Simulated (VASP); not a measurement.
# SiC (P6_3/mmc) in VASP: settings compared, part 2 of 2

VASP 6.6.1. Earlier steps stand in the parts before.

## 4. Relaxation of cell and atoms, PBEsol

This run uses another cell than the first one, of 10.56 Å³/atom, 1.005 times its volume.

File INCAR:

```
SYSTEM = SiC
ALGO     = Normal         ! electronic algorithm
EDIFF    = 1E-6           ! SCF threshold, eV
EDIFFG   = -0.005         ! ionic threshold
ENCUT    = 600            ! plane-wave cutoff, eV
GGA      = PS             ! functional
IBRION   = 2              ! ionic algorithm
ISIF     = 3              ! what is computed and relaxed
ISMEAR   = -1             ! smearing method
LASPH    = .TRUE.         ! aspherical terms in the spheres
LCHARG   = .FALSE.        ! write CHGCAR
LREAL    = .FALSE.        ! projectors in reciprocal space
LWAVE    = .FALSE.        ! write WAVECAR
NELM     = 60             ! most SCF steps
NSW      = 80             ! ionic steps
PREC     = Accurate       ! precision mode
SIGMA    = 0.02           ! smearing width, eV
```

File KPOINTS:

```
k-points
0
G
  12 12 6
  0 0 0
```

File POSCAR:

```
SiC
1.0
    3.1648623131      0.0000000000      0.0000000000
   -1.5824311565      2.7408511626      0.0000000000
    0.0000000000      0.0000000000      4.8701422910
Si C
2 2
Direct
    0.3333333333      0.6666666667      0.2500000000
    0.6666666667      0.3333333333      0.7500000000
    0.6666666667      0.3333333333      0.2500000000
    0.3333333333      0.6666666667      0.7500000000
```

Potentials or basis: VASP PAW PBE potentials, release 64 (Si, C).

Run with:

```sh
cat potpaw_PBE.64/Si/POTCAR potpaw_PBE.64/C/POTCAR > POTCAR
mpirun -np 1 vasp_std > vasp.out
```

OUTCAR:

```text
SYSTEM = SiC
   EDIFF = 1E-6
   EDIFFG = -0.005
   ENCUT = 600
   GGA = PS
   IBRION = 2
   ISIF = 3
   ISMEAR = -1
   LASPH = .TRUE.
   LREAL = .FALSE.
   NELM = 60
   NSW = 80
   PREC = Accurate

 ion  position               nearest neighbor table
   1  0.333  0.667  0.250-   3 1.83   3 1.83   3 1.83   4 2.44   4 2.44   2 3.04   2 3.04   2 3.04
                             2 3.04   2 3.04   2 3.04
   2  0.667  0.333  0.750-   4 1.83   4 1.83   4 1.83   3 2.44   3 2.44   1 3.04   1 3.04   1 3.04
                             1 3.04   1 3.04   1 3.04
   3  0.667  0.333  0.250-   1 1.83   1 1.83   1 1.83   2 2.44   2 2.44
   4  0.333  0.667  0.750-   2 1.83   2 1.83   2 1.83   1 2.44   1 2.44

  LATTYP: Found a hexagonal cell.
 ALAT       =     3.1648623131
 C/A-ratio  =     1.5388164821

  Lattice vectors:

 A1 = (   3.1648623131,   0.0000000000,   0.0000000000)
 A2 = (  -1.5824311565,   2.7408511626,   0.0000000000)
 A3 = (   0.0000000000,   0.0000000000,   4.8701422910)

Analysis of symmetry for initial positions (statically):
=====================================================================
 Subroutine PRICEL returns:
 Original cell was already a primitive cell.

 Routine SETGRP: Setting up the symmetry group for a
 hexagonal supercell.

 Subroutine GETGRP returns: Found 24 space group operations
 (whereof 12 operations were pure point group operations)
 out of a pool of 24 trial point group operations.

The static configuration has the point symmetry D_3d.
 The point group associated with its full space group is D_6h.

Analysis of symmetry for dynamics (positions and initial velocities):
=====================================================================
 Subroutine PRICEL returns:
 Original cell was already a primitive cell.

 Routine SETGRP: Setting up the symmetry group for a
 hexagonal supercell.

 Subroutine GETGRP returns: Found 24 space group operations
 (whereof 12 operations were pure point group operations)
 out of a pool of 24 trial point group operations.

The dynamic configuration has the point symmetry D_3d.
 The point group associated with its full space group is D_6h.

 Subroutine INISYM returns: Found 24 space group operations
 (whereof 12 operations are pure point group operations),
 and found     1 'primitive' translations

----------------------------------------------------------------------------------------
[... 114 lines left out ...]
   IALGO  =     38    algorithm
   IMIX   =      4    mixing-type and parameters
     AMIX     =   0.40;   BMIX     =  1.00
     AMIX_MAG =   1.60;   BMIX_MAG =  1.00
  volume/ion in A,a.u.               =      10.56        71.27
  Fermi-wavevector in a.u.,A,eV,Ry     =   1.184461  2.238307 19.088272  1.402948
  Thomas-Fermi vector in A             =   2.320675
   LORBIT       =      0    0 simple, 1 ext, 2 COOP (PROOUT), +10 PAW based schemes
   GGA     = PS    functional components
   LHFCALC =     F    Hartree Fock is set to
   AEXX    =    0.0000 exact exchange contribution
   IVDW    =     0    specifies the selected vdW correction
   LEPSILON=     F    determine dielectric tensor
   LRPA    =     F    only Hartree local field effects (RPA)
 conjugate gradient relaxation of ions
 non-spin polarized calculation
  energy-cutoff  :      600.00
  volume of cell :       42.25
 maximum number of plane-waves:      1429
 NGX is ok and might be reduce to    28
   NGX = 13   NGY = 13   NGZ = 19

--------------------------------------- Ionic step        1  -------------------------------------------

 number of electron      15.9999999 magnetization

 Free energy of the ion-electron system (eV)
  ---------------------------------------------------
  ext. energy  EPLUGINS =         0.00000000
  ---------------------------------------------------
  free energy    TOTEN  =       -30.03366516 eV

  energy without entropy =      -30.03318753  energy(sigma->0) =      -30.03342635

 E-fermi :   9.9561     XC(G=0): -11.4257

 val. band max:        9.9443734168   @ k =   0.0833   0.0833   0.0000
 cond. band min:       9.9796678866   @ k =   0.5000   0.0000   0.1667
 fundamental gap:      0.0352944698
 Fermi energy:         9.9561037424

 k-point     1 :       0.0000    0.0000    0.0000
  band No.  band energies     occupation
      1      -7.4801      2.00000
      2      -3.7845      2.00000
      3       0.4644      2.00000
      4       5.6890      2.00000
      5       5.6890      2.00000
      6       7.0790      2.00000
      7       7.0790      2.00000
      8      10.3344      0.00000
      9      11.3057      0.00000
     10      13.8054      0.00000
     11      13.8228      0.00000
     12      13.8228      0.00000
[... 648 lines left out ...]
--------------------------------------- Ionic step        9  -------------------------------------------

 number of electron      16.0000000 magnetization

 Free energy of the ion-electron system (eV)
  ---------------------------------------------------
  ext. energy  EPLUGINS =         0.00000000
  ---------------------------------------------------
  free energy    TOTEN  =       -30.05403623 eV

  energy without entropy =      -30.05381524  energy(sigma->0) =      -30.05392573

 E-fermi :  10.2289     XC(G=0): -11.5867

 val. band max:       10.2125675455   @ k =   0.5000   0.0000   0.1667
 cond. band min:      10.3606510252   @ k =   0.0833   0.0833   0.0000
 fundamental gap:      0.1480834797
 Fermi energy:        10.2288811998

 k-point     1 :       0.0000    0.0000    0.0000
  band No.  band energies     occupation
      1      -7.3359      2.00000
      2      -3.0614      2.00000
      3       0.6423      2.00000
      4       5.9319      2.00000
      5       5.9319      2.00000
      6       7.6041      2.00000
      7       7.6041      2.00000
      8      10.9461      0.00000
      9      11.4138      0.00000
     10      14.1118      0.00000
     11      14.1118      0.00000
     12      14.7502      0.00000
[... 376 lines left out ...]
  FREE ENERGIE OF THE ION-ELECTRON SYSTEM (eV)
  ---------------------------------------------------
  free  energy   TOTEN  =       -30.0540362286 eV

  energy  without entropy=      -30.0538152373  energy(sigma->0) =      -30.05392573

 reached required accuracy - stopping structural energy minimisation
```

CONTCAR:

```text
SiC
   1.00000000000000
     3.1680143664220335    0.0000000000000485   -0.0000000000000000
    -1.5840071831609248    2.7435809208508743    0.0000000000000000
    -0.0000000000000000    0.0000000000000000    4.6930484179267085
  Si              C
     2     2
Direct
     0.3333333332999970    0.6666666667000030    0.2500000000000000
     0.6666666667000030    0.3333333332999970    0.7500000000000000
     0.6666666667000030    0.3333333332999970    0.2500000000000000
     0.3333333332999970    0.6666666667000030    0.7500000000000000

  0.00000000E+00  0.00000000E+00  0.00000000E+00
  0.00000000E+00  0.00000000E+00  0.00000000E+00
  0.00000000E+00  0.00000000E+00  0.00000000E+00
  0.00000000E+00  0.00000000E+00  0.00000000E+00
```

Run time: 83 s. Hardware: 1 thread of Intel Xeon 6975P-C (Granite Rapids), shared host; peak memory 0.2 GiB.

What came out:

```yaml
Free_energy: -30.0540 eV
Relaxed_volume: 10.20 Å³/atom
Relaxed_cell: a = 3.168 Å, b = 3.168 Å, c = 4.693 Å, α = 90.00°, β = 90.00°, γ = 120.00°
Space_group_after_relaxing_to_0.05_Å: P6_3/mmc (No. 194)
Energy_gained_by_relaxing: 5.1 meV/atom
Ionic_steps: 9
Pressure_after_relaxing: 0.0 GPa
Band_gap_on_the_k_mesh: zero (band 8 reaches 10.95 eV, above the bottom of band 9 at 9.99 eV)
```

The path:
```
step  energy change (eV)  largest force (eV/Å)  pressure (GPa)  volume (Å³)
   1              0.0000                0.0000           -2.99        42.25
   2             -0.0041                0.0000            2.73        41.05
   3             -0.0072                0.0000            0.40        41.52
   4             -0.0149                0.0000            0.37        41.21
   5             -0.0202                0.0000            0.43        40.75
   6             -0.0203                0.0000            0.45        40.69
   7             -0.0203                0.0000            0.45        40.71
   8             -0.0200                0.0000           -0.84        40.95
   9             -0.0204                0.0000            0.00        40.79
```

Final structure:
```
Si C
1.0
     3.16801    0.00000    0.00000
    -1.58401    2.74358    0.00000
     0.00000    0.00000    4.69305
Si C
2 2
Direct
  0.33333 0.66667 0.25000
  0.66667 0.33333 0.75000
  0.66667 0.33333 0.25000
  0.33333 0.66667 0.75000
```

Levels at points of the mesh, in eV from the Fermi level:
```tsv
k point	band 4	band 5	band 6	band 7	band 8	band 9	band 10	band 11	band 12
(0.00, 0.00, 0.00)	-4.30	-4.30	-2.62	-2.62	0.72	1.18	3.88	3.88	4.52
(0.50, 0.00, 0.00)	-8.09	-6.56	-6.13	-4.18	-3.62	-0.24	3.82	4.95	6.41
(0.00, 0.00, 0.50)	-4.49	-3.53	-3.53	-3.53	-3.53	2.75	2.75	4.55	4.55
(0.50, 0.00, 0.50)	-10.49	-5.10	-5.10	-2.56	-2.56	1.90	1.90	2.38	2.38
```

Caveat: the PAW data sets were made with another functional, which shifts forces and pressure a little.

## 5. Relaxation of cell and atoms, LDA

This run uses another cell than the first one, of 10.56 Å³/atom, 1.005 times its volume.

File INCAR:

```
SYSTEM = SiC
PREC     = Accurate       ! precision mode
ENCUT    = 600            ! plane-wave cutoff, eV
EDIFF    = 1E-6           ! SCF threshold, eV
ISMEAR   = -1             ! smearing method
SIGMA    = 0.02           ! smearing width, eV
LREAL    = .False.        ! projectors in reciprocal space
LASPH    = .True.         ! aspherical terms in the spheres
NELM     = 80             ! most SCF steps
ALGO     = Normal         ! electronic algorithm
ISIF     = 3              ! what is computed and relaxed
LWAVE    = .False.        ! write WAVECAR
LCHARG   = .False.        ! write CHGCAR
IBRION   = 2              ! ionic algorithm
NSW      = 80             ! ionic steps
EDIFFG   = -0.005         ! ionic threshold
```

File KPOINTS:

```
regular mesh
0
Gamma
  12 12 6
  0 0 0
```

POSCAR is that of step 4.

Potentials or basis: VASP PAW LDA potentials, release 64 (Si, C).

Run with:

```sh
cat potpaw_LDA.64/Si/POTCAR potpaw_LDA.64/C/POTCAR > POTCAR
mpirun -np 1 vasp_std > vasp.out
```

Run time: 69 s. Hardware: 1 thread of Intel Xeon 6975P-C (Granite Rapids), shared host; peak memory 0.18 GiB.

It converged, with:

| Quantity | Value |
| --- | --- |
| Free energy | -31.4818 eV |
| Relaxed volume | 10.01 Å³/atom |
| Relaxed cell | a = 3.148 Å, b = 3.148 Å, c = 4.664 Å, α = 90.00°, β = 90.00°, γ = 120.00° |
| Space group after relaxing (to 0.05 Å) | P6_3/mmc (No. 194) |
| Energy gained by relaxing | 11.1 meV/atom |
| Ionic steps | 8 |
| Pressure after relaxing | 0.0 GPa |
| Band gap on the k mesh | zero (band 8 reaches 11.20 eV, above the bottom of band 9 at 10.27 eV) |

Step by step:
| step | energy change (eV) | largest force (eV/Å) | pressure (GPa) | volume (Å³) |
| --- | --- | --- | --- | --- |
| 1 | 0.0000 | 0.0000 | -6.98 | 42.25 |
| 2 | 0.0196 | 0.0000 | 9.44 | 39.49 |
| 3 | -0.0284 | 0.0000 | -0.37 | 41.02 |
| 4 | -0.0346 | 0.0000 | -0.32 | 40.78 |
| 5 | -0.0443 | 0.0000 | 0.10 | 40.04 |
| 6 | -0.0443 | 0.0000 | 0.12 | 40.01 |
| 7 | -0.0442 | 0.0000 | -0.26 | 40.07 |
| 8 | -0.0443 | 0.0000 | 0.01 | 40.03 |

Final structure:
```
Si C
1.0
     3.14788    0.00000    0.00000
    -1.57394    2.72614    0.00000
     0.00000    0.00000    4.66440
Si C
2 2
Cartesian
  0.0000 1.8174 1.1661
  1.5739 0.9087 3.4983
  1.5739 0.9087 1.1661
  0.0000 1.8174 3.4983
```

Levels at points of the mesh, in eV from the Fermi level:
| k point | band 4 | band 5 | band 6 | band 7 | band 8 | band 9 | band 10 | band 11 | band 12 |
| --- | --- | --- | --- | --- | --- | --- | --- | --- | --- |
| (0.00, 0.00, 0.00) | -4.36 | -4.36 | -2.68 | -2.68 | 0.69 | 1.31 | 3.90 | 3.90 | 4.79 |
| (0.50, 0.00, 0.00) | -8.14 | -6.65 | -6.21 | -4.25 | -3.68 | -0.24 | 3.92 | 4.96 | 6.43 |
| (0.00, 0.00, 0.50) | -4.52 | -3.59 | -3.59 | -3.59 | -3.59 | 2.85 | 2.85 | 4.57 | 4.57 |
| (0.50, 0.00, 0.50) | -10.59 | -5.16 | -5.16 | -2.60 | -2.60 | 1.91 | 1.91 | 2.41 | 2.41 |

## 6. The runs side by side

| task | level | potentials or basis | cell | cutoff (eV) | gap on the mesh (eV) | pressure (GPa) | relaxed volume (Å³/atom) |
| --- | --- | --- | --- | --- | --- | --- | --- |
| single point | r2SCAN | VASP PAW PBE potentials, release 64 (Si, C) | a = 3.137, b = 3.137, c = 4.933 Å, angles 90.0, 90.0, 120.0°, 4 atoms | 520 | 0.11 | -0.2 | - |
| relaxation of cell and atoms | PBE | VASP PAW PBE potentials, release 64 (Si, C) | relaxed from a = 3.135, b = 3.135, c = 3.918 Å, angles 90.0, 90.0, 120.0°, 4 atoms | 600 | none | 0.0 | 10.50 |
| relaxation of cell and atoms | PBEsol | VASP PAW PBE potentials, release 64 (Si, C) | relaxed from a = 3.165, b = 3.165, c = 4.870 Å, angles 90.0, 90.0, 120.0°, 4 atoms | 600 | none | 0.0 | 10.20 |
| relaxation of cell and atoms | LDA | VASP PAW LDA potentials, release 64 (Si, C) | relaxed from a = 3.165, b = 3.165, c = 4.870 Å, angles 90.0, 90.0, 120.0°, 4 atoms | 600 | none | 0.0 | 10.01 |

Alike in all rows: no spin polarisation; k mesh 12 × 12 × 6; smearing fermi-dirac 0.02 eV.

Caveats: the PAW data sets were made with another functional, which shifts forces and pressure a little (some runs); the volume moved by over 15 % at a fixed basis, so the end points are rough (some runs).

Absolute energies hang on the potentials; compare differences alone.
